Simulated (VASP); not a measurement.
# Si in VASP: relaxation of the atoms with PBE

Aim: the relaxation of the atoms of Si with PBE.

Program: VASP 6.6.1. These are calculated values, not measurements. Logs are shortened: lines on timing, memory, paths and dates and some standing lists are left out, and cuts for length are marked.

### Step 1. The cell of the first run

The cell holds a slab with vacuum, 9 atoms: a = 3.851 Å, b = 6.365 Å, c = 19.753 Å, α = 90.00°, β = 90.00°, γ = 90.00°.

### Step 2. Relaxation of the atoms, PBE, collinear spin

Contents of INCAR:

```
  PREC = Accurate
  ENCUT = 450
  EDIFF = 1E-7
  ISMEAR = 0
  SIGMA = 0.05
  LREAL = F
  LASPH = T
  NELM = 200
  ALGO = Normal
  ISIF = 2
  LWAVE = F
  LCHARG = F
  ISPIN = 2
  MAGMOM = 0 0 0 0 0 0 0 0 2
  LORBIT = 11
  LDIPOL = T
  IDIPOL = 3
  DIPOL = 0.5 0.5 0.336
  GGA = PE
  IBRION = 2
  NSW = 36
  EDIFFG = -0.025
  GGA_COMPAT = F
  NELMIN = 4
  NELMDL = -8
  KPAR = 4
```

Contents of KPOINTS:

```
regular mesh
0
Gamma
  7 4 1
```

Contents of POSCAR:

```
Si
1.0
    3.8510822285      0.0000000000      0.0000000000
    0.0000000000      6.3646810443      0.0000000000
    0.0000000000      0.0000000000     19.7525435318
Si
9
Selective dynamics
Direct
    0.0000000000      0.9370679282      0.2025055656  F F F
    0.0000000000      0.5629320718      0.2025055656  F F F
    0.5000000000      0.4370679282      0.2587875163  F F F
    0.5000000000      0.0629320718      0.2587875163  F F F
    0.5000000000      0.9333044702      0.3720589482  F F F
    0.5000000000      0.5666955298      0.3720589482  F F F
    0.0000000000      0.4259907587      0.4177964989  F F F
    0.0000000000      0.0740092413      0.4177964989  F F F
    0.0000000000      1.2593240921      0.5221839784  F F T
```

Potentials or basis: VASP PAW PBE potentials, release 64 (Si).

Command:

```console
$ cat potpaw_PBE.64/Si/POTCAR > POTCAR
$ mpirun -np 4 vasp_std > vasp.out
```

OUTCAR:

```text
PREC = Accurate
   ENCUT = 450
   EDIFF = 1E-7
   ISMEAR = 0
   LREAL = F
   LASPH = T
   NELM = 200
   ISIF = 2
   ISPIN = 2
   LORBIT = 11
   GGA = PE
   IBRION = 2
   NSW = 36
   EDIFFG = -0.025
   NELMIN = 4
   NELMDL = -8

 ion  position               nearest neighbor table
   1  0.000  0.937  0.203-   4 2.36   4 2.36   2 2.38
   2  0.000  0.563  0.203-   3 2.36   3 2.36   1 2.38
   3  0.500  0.437  0.259-   2 2.36   2 2.36   4 2.38   6 2.38
   4  0.500  0.063  0.259-   1 2.36   1 2.36   3 2.38   5 2.38
   5  0.500  0.933  0.372-   8 2.31   8 2.31   6 2.33   4 2.38
   6  0.500  0.567  0.372-   7 2.31   7 2.31   5 2.33   3 2.38
   7  0.000  0.426  0.418-   8 2.24   6 2.31   6 2.31   9 2.32
   8  0.000  0.074  0.418-   7 2.24   5 2.31   5 2.31   9 2.38
   9  0.000  0.259  0.522-   7 2.32   8 2.38

  LATTYP: Found a simple orthorhombic cell.
 ALAT       =     3.8510822285
 B/A-ratio  =     1.6526993366
 C/A-ratio  =     5.1290890092

  Lattice vectors:

 A1 = (   3.8510822285,   0.0000000000,   0.0000000000)
 A2 = (   0.0000000000,   6.3646810443,   0.0000000000)
 A3 = (   0.0000000000,   0.0000000000,  19.7525435318)

Analysis of symmetry for initial positions (statically):
=====================================================================
 Subroutine PRICEL returns:
 Original cell was already a primitive cell.

 Routine SETGRP: Setting up the symmetry group for a
 simple orthorhombic supercell.

 Subroutine GETGRP returns: Found  2 space group operations
 (whereof  2 operations were pure point group operations)
 out of a pool of  8 trial point group operations.

The static configuration has the point symmetry C_1h.

Analysis of symmetry for dynamics (positions and initial velocities):
=====================================================================
 Subroutine PRICEL returns:
 Original cell was already a primitive cell.

 Routine SETGRP: Setting up the symmetry group for a
 simple orthorhombic supercell.

 Subroutine GETGRP returns: Found  2 space group operations
 (whereof  2 operations were pure point group operations)
 out of a pool of  8 trial point group operations.

The dynamic configuration has the point symmetry C_1h.

Analysis of constrained symmetry for selective dynamics:
=====================================================================
 Subroutine PRICEL returns:
 Original cell was already a primitive cell.

 Routine SETGRP: Setting up the symmetry group for a
 simple orthorhombic supercell.

[... 170 lines left out ...]

  energy without entropy =      -43.85547006  energy(sigma->0) =      -43.85839210

------------------------ aborting loop because EDIFF is reached ----------------------------------------

  FORCE on cell =-STRESS in cart. coord.  units (eV):
  Direction    XX          YY          ZZ          XY          YZ          ZX
  --------------------------------------------------------------------------------------
  -------------------------------------------------------------------------------------
  Total       -0.9695601      2.2355418      0.6228838      0.0000000     -0.4970272      0.0000000
  in kB       -3.2085060      7.3979417      2.0612714      0.0000000     -1.6447818      0.0000000
  external PRESSURE =       2.0835690 kB  Pullay stress =       0.0000000 kB
[... 73 lines left out ...]
--------------------------------------- Ionic step        3  -------------------------------------------

 number of electron      35.9999999 magnetization       0.4235189

 dipolmoment           0.000000      0.000000      0.062142 electrons x Angstroem

 Free energy of the ion-electron system (eV)
  ---------------------------------------------------
  ext. energy  EPLUGINS =         0.00000000
  ---------------------------------------------------
  free energy    TOTEN  =       -43.86727664 eV

  energy without entropy =      -43.86155984  energy(sigma->0) =      -43.86441824

 E-fermi :  -1.1144     XC(G=0):  -4.3877

 val. band max:       -1.1396015834   @ k =   0.4286   0.5000   0.0000
 cond. band min:      -1.1024492047   @ k =   0.0000   0.5000   0.0000
 fundamental gap:      0.0371523788
 Fermi energy:        -1.1144105932

 spin component 1

 k-point     1 :       0.0000    0.0000    0.0000
  band No.  band energies     occupation
      1     -12.5935      1.00000
      2     -11.4317      1.00000
      3     -10.1282      1.00000
      4      -9.3921      1.00000
      5      -8.8153      1.00000
      6      -7.7411      1.00000
[... 313 lines left out ...]
     23       1.4081      0.00000
     24       1.4465      0.00000
 Fermi energy:        -1.1144105932

 spin component 2

 k-point     1 :       0.0000    0.0000    0.0000
  band No.  band energies     occupation
      1     -12.5645      1.00000
      2     -11.3891      1.00000
      3     -10.1008      1.00000
      4      -9.3524      1.00000
      5      -8.7831      1.00000
      6      -7.6891      1.00000
[... 313 lines left out ...]
     23       1.4335      0.00000
     24       1.5056      0.00000

------------------------ aborting loop because EDIFF is reached ----------------------------------------

 vacuum level on the upper side and lower side of the slab       (xc-potential included)         0.096        -0.334

  FORCE on cell =-STRESS in cart. coord.  units (eV):
  Direction    XX          YY          ZZ          XY          YZ          ZX
  --------------------------------------------------------------------------------------
  -------------------------------------------------------------------------------------
  Total       -0.9846599      2.0002599     -0.1841195      0.0000000     -0.4489288      0.0000000
  in kB       -3.2584747      6.6193379     -0.6092953      0.0000000     -1.4856126      0.0000000
  external PRESSURE =       0.9171893 kB  Pullay stress =       0.0000000 kB
[... 24 lines left out ...]
  FREE ENERGIE OF THE ION-ELECTRON SYSTEM (eV)
  ---------------------------------------------------
  free  energy   TOTEN  =       -43.8672766351 eV

  energy  without entropy=      -43.8615598403  energy(sigma->0) =      -43.86441824

 reached required accuracy - stopping structural energy minimisation

 vacuum level on the upper side and lower side of the slab         4.060         3.620

 total charge

# of ion       s       p       d       tot
------------------------------------------
    1        0.793   0.834   0.000   1.627
    2        0.793   0.834   0.000   1.627
    3        0.764   0.891   0.000   1.655
    4        0.764   0.890   0.000   1.654
    5        0.764   0.926   0.000   1.690
    6        0.765   0.926   0.000   1.691
    7        0.763   0.964   0.000   1.727
    8        0.762   0.954   0.000   1.716
    9        0.895   0.667   0.000   1.561
--------------------------------------------------
tot          7.062   7.885   0.000  14.947

 magnetization (x)

# of ion       s       p       d       tot
------------------------------------------
    1        0.004   0.029   0.000   0.033
    2        0.006   0.040   0.000   0.046
    3        0.000   0.003   0.000   0.004
    4        0.001   0.004   0.000   0.004
    5        0.002   0.006   0.000   0.008
    6        0.002   0.008   0.000   0.010
    7        0.000   0.009   0.000   0.010
    8        0.000   0.010   0.000   0.010
    9        0.001   0.022   0.000   0.024
--------------------------------------------------
tot          0.016   0.131   0.000   0.148
```

OSZICAR:

```text
N       E                     dE             d eps       ncg     rms          rms(c)
DAV:   1     0.170066001329E+03    0.17007E+03   -0.10907E+04  1152   0.973E+02
DAV:   2    -0.290335210347E+02   -0.19910E+03   -0.19484E+03  1616   0.178E+02
[... 61 lines left out ...]
DAV:  10    -0.438672668266E+02   -0.43588E-05   -0.10775E-07  1032   0.108E-03    0.635E-04
DAV:  11    -0.438672698773E+02   -0.30507E-05   -0.66300E-08   992   0.753E-04    0.513E-04
DAV:  12    -0.438672729298E+02   -0.30525E-05   -0.10169E-07  1040   0.759E-04    0.341E-04
DAV:  13    -0.438672761413E+02   -0.32115E-05   -0.30654E-07  1048   0.107E-03    0.181E-04
DAV:  14    -0.438672765447E+02   -0.40339E-06   -0.46575E-08  1000   0.516E-04    0.105E-04
DAV:  15    -0.438672766351E+02   -0.90346E-07   -0.89255E-09   816   0.299E-04
   3 F= -.43867277E+02 E0= -.43864418E+02  d E =-.596248E-02  mag=     0.4235
```

CONTCAR:

```text
Si
   1.00000000000000
     3.8510822285000001    0.0000000000000000    0.0000000000000000
     0.0000000000000000    6.3646810443000001    0.0000000000000000
     0.0000000000000000    0.0000000000000000   19.7525435318000007
  Si
     9
Selective dynamics
Direct
     0.0000000000000000    0.9370679282000012    0.2025055655999992   F   F   F
     0.0000000000000000    0.5629320717999988    0.2025055655999992   F   F   F
     0.5000000000000000    0.4370679282000012    0.2587875163000035   F   F   F
     0.5000000000000000    0.0629320717999988    0.2587875163000035   F   F   F
     0.5000000000000000    0.9333044701999995    0.3720589481999994   F   F   F
     0.5000000000000000    0.5666955298000005    0.3720589481999994   F   F   F
     0.0000000000000000    0.4259907587000029    0.4177964989000031   F   F   F
     0.0000000000000000    0.0740092412999971    0.4177964989000031   F   F   F
     0.0000000000000000    0.2593240921000017    0.5239438519260786   F   F   T

  0.00000000E+00  0.00000000E+00  0.00000000E+00
  0.00000000E+00  0.00000000E+00  0.00000000E+00
  0.00000000E+00  0.00000000E+00  0.00000000E+00
  0.00000000E+00  0.00000000E+00  0.00000000E+00
  0.00000000E+00  0.00000000E+00  0.00000000E+00
  0.00000000E+00  0.00000000E+00  0.00000000E+00
  0.00000000E+00  0.00000000E+00  0.00000000E+00
  0.00000000E+00  0.00000000E+00  0.00000000E+00
  0.00000000E+00  0.00000000E+00  0.00000000E+00
```

It took 11 min on 4 MPI ranks of Intel Xeon Platinum 8259CL at 2.50GHz (Skylake/Cascade Lake), shared host; peak memory 0.71 GiB.

Results:

| Property | Result |
| --- | --- |
| Free energy | -43.8673 eV |
| Energy gained by relaxing | 0.7 meV/atom |
| Ionic steps | 3 |
| Net moment | 0.42 μB per cell |
| Site moments | Si +0.03, +0.05, +0.00, +0.01, +0.02 (each value once) μB |
| Valence electrons inside the program's atomic spheres | Si 1.63, 1.66, 1.65, 1.69, 1.73, 1.72, 1.56 (each value once) |

The path:
```tsv
step	energy change (eV)	largest force on free atoms (eV/Å)	pressure (GPa)
1	0.0000	0.3583	0.21
2	-0.0046	0.1714	0.15
3	-0.0060	0.0073	0.09
```

Final structure:
```xyz
9
Lattice="3.8511 0.0000 0.0000 0.0000 6.3647 0.0000 0.0000 0.0000 19.7525" Properties=species:S:1:pos:R:3 pbc="T T T"
Si    0.0000    5.9641    4.0000
Si    0.0000    3.5829    4.0000
Si    1.9255    2.7818    5.1117
Si    1.9255    0.4005    5.1117
Si    1.9255    5.9402    7.3491
Si    1.9255    3.6068    7.3491
Si    0.0000    2.7113    8.2525
Si    0.0000    0.4710    8.2525
Si    0.0000    1.6505   10.3492
```

Caveat: a moment this small can come from the mesh or the smearing.
